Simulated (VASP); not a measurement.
Runs of VASP 6.6.1 on Y. The structure is that of space group Im-3m (No. 229), or close to it. The cells are those of the table. 

```csv
task,cell,k mesh,cutoff (eV),gap on the mesh (eV),pressure (GPa),relaxed volume (Å³/atom)
relaxation of cell and atoms,"relaxed from a = 3.437 Å, angles 109.5°, 1 atom",14 × 14 × 14,600,none,0.0,31.23
single point,"a = 3.437 Å, angles 109.5°, 1 atom",8 × 8 × 8,520,none,0.1,-
relaxation of cell and atoms,"relaxed from a = 3.103 Å, angles 109.5°, 1 atom",8 × 8 × 8,600,none,0.1,(a)
single point,"a = 3.440 Å, angles 109.5°, 1 atom",14 × 14 × 14,520,none,-0.1,-
```

Alike in all rows: level PBEsol; potentials or basis VASP PAW PBE potentials, release 64 (Y_sv); no spin polarisation; smearing gaussian 0.1 eV.

Question: Fill in the values left out.

Answer: (a) 31.28.

Caveats: the PAW data sets were made with another functional, which shifts forces and pressure a little; the volume moved by over 15 % at a fixed basis, so the end points are rough (some runs).

A k mesh can miss the band edges, and the runs leave out spin-orbit coupling on Y.

A gap of «none» marks levels without a gap at the run's occupations.
